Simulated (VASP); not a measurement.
A run of VASP 6.6.1 is set up as follows.

Contents of INCAR:

```
PREC = Accurate
ENCUT = 520
EDIFF = 1E-7
ISMEAR = 0
SIGMA = 0.05
LREAL = F
LASPH = T
NELM = 60
ALGO = Normal
ISIF = 2
LWAVE = F
LCHARG = T
GGA = PE
LELF = T
LVHAR = T
NBANDS = 28
```

The input KPOINTS:

```
regular mesh
0
Gamma
  8 8 6
```

Contents of POSCAR:

```
BaTiO3
1.0
    3.9853536613      0.0000000000      0.0000000000
    0.0000000000      3.9853536613      0.0000000000
    0.0000000000      0.0000000000      4.2018072460
Ba Ti O
1 1 3
Direct
    0.0000000000      0.0000000000      0.9863187693
    0.5000000000      0.5000000000      0.4690806688
    0.5000000000      0.5000000000      0.0378497747
    0.5000000000      0.0000000000      0.5173753936
    0.0000000000      0.5000000000      0.5173753936
```

Potentials or basis: VASP PAW PBE potentials, release 64 (Ba_sv, Ti_sv, O).

Run with:

```console
$ cat potpaw_PBE.64/Ba_sv/POTCAR potpaw_PBE.64/Ti_sv/POTCAR potpaw_PBE.64/O/POTCAR > POTCAR
$ mpirun -np 1 vasp_std > vasp.out
```

Task: Predict the largest force.

Result: 0.082 eV/Å.

Task: Estimate the band gap on the k mesh.

Result: 1.79 eV, indirect (least direct gap 2.36 eV).

Forces in eV/Å, atoms in the order of the input:
```
Ba   0.000  0.000  0.048
Ti   0.000  0.000  0.082
O    0.000  0.000 -0.081
O    0.000  0.000 -0.025
O    0.000  0.000 -0.025
```

Caveat: spin-orbit coupling is left out, which moves the levels of the heavy elements. A k mesh can miss the band edges.
